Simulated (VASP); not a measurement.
C, 4 atoms in the cell. The cell holds a slab with vacuum, 4 atoms: a = 2.456 Å, b = 2.456 Å, c = 24.134 Å, α = 90.00°, β = 90.00°, γ = 120.00°. 

- Program: VASP 6.6.1
- Task: single point
- Functional: r2SCAN
- Potentials or basis: VASP PAW PBE potentials, release 64 (C)
- Cutoff: 520 eV
- k mesh: 9 × 9 × 1
- Occupations: methfessel-paxton, width 0.1 eV
- Spin: no spin polarisation
- Dipole correction: no
- Further INCAR settings: ALGO = Normal; EDIFF = 1e-06; NBANDS = 16

Potentials or basis: VASP PAW PBE potentials, release 64 (C).

The run is started by

```sh
$ cat potpaw_PBE.64/C/POTCAR > POTCAR
$ cp INCAR.step1 INCAR
$ mpirun -np 1 vasp_std > vasp.out
$ cp INCAR.step2 INCAR
$ mpirun -np 1 vasp_std > vasp.out
```

Hardware: 1 thread of Intel Xeon 8259CL, on a shared host.

**Question.** How long does it take, and how much memory?

**Answer.** It took 5.5 min on 1 thread of Intel Xeon 8259CL, with other jobs on the host, peak memory 0.25 GiB. Counts: k points 12.
